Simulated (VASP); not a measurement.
Set up this calculation in VASP 6.6.1, as the native input.

| Item | Value |
| --- | --- |
| Task | single point |
| Functional | PBE |
| Potentials or basis | VASP PAW PBE potentials, release 64 (Tb_3, N), 4f in core |
| Cutoff | 600 eV |
| k mesh | 10 × 10 × 4 |
| Occupations | gaussian, width 0.1 eV |
| Spin | no spin polarisation |
| Dipole correction | no |
| Further INCAR settings | ALGO = Normal; EDIFF = 1e-06; NBANDS = 32 |

The structure of Tb2N lies in POSCAR:

```
Tb2N
1.0
    3.6705993814      0.0000000000      0.0000000000
    0.0000000000      3.6705993814      0.0000000000
    0.0000000000      0.0000000000     11.4184006769
Tb N
4 2
Direct
    0.0000000000      0.5000000000      0.1120970748
    0.0000000000      0.5000000000      0.6120970748
    0.5000000000      0.0000000000      0.3879029252
    0.5000000000      0.0000000000      0.8879029252
    0.0000000000      0.0000000000      0.0000000000
    0.5000000000      0.5000000000      0.5000000000
```

The cell was generated, and may not be a known phase.

The input as run:

INCAR

```
ALGO = Normal
EDIFF = 1E-6
ENCUT = 600
GGA = PE
GGA_COMPAT = False
ISIF = 2
ISMEAR = 0
LASPH = True
LCHARG = False
LMAXMIX = 6
LREAL = False
LWAVE = False
NBANDS = 32
NELM = 200
PREC = Accurate
SIGMA = 0.1
```

KPOINTS

```
k-points
0
Gamma
  10 10 4
```

Potentials or basis: VASP PAW PBE potentials, release 64 (Tb_3, N), 4f in core.

Launch:

```bash
$ cat potpaw_PBE.64/Tb_3/POTCAR potpaw_PBE.64/N/POTCAR > POTCAR
$ mpirun -np 1 vasp_std > vasp.out
```

Results of the run:

```json
{
 "Pressure": "0.6 GPa",
 "Largest force": "0.100 eV/Å",
 "Band gap on the k mesh": "zero (bands 23 and 24 overlap by 1.63 eV)"
}
```

Caveat: spin-orbit coupling is left out, which moves the levels of the heavy elements; the 4f electrons are frozen in the core, so they carry no moment and show no levels; the run has no spin polarisation, though such a crystal can be magnetic.

Wall time 4.6 min on 1 thread of Intel(R) Xeon(R) 6975P-C (Granite Rapids) (shared host), peak memory 0.48 GiB.
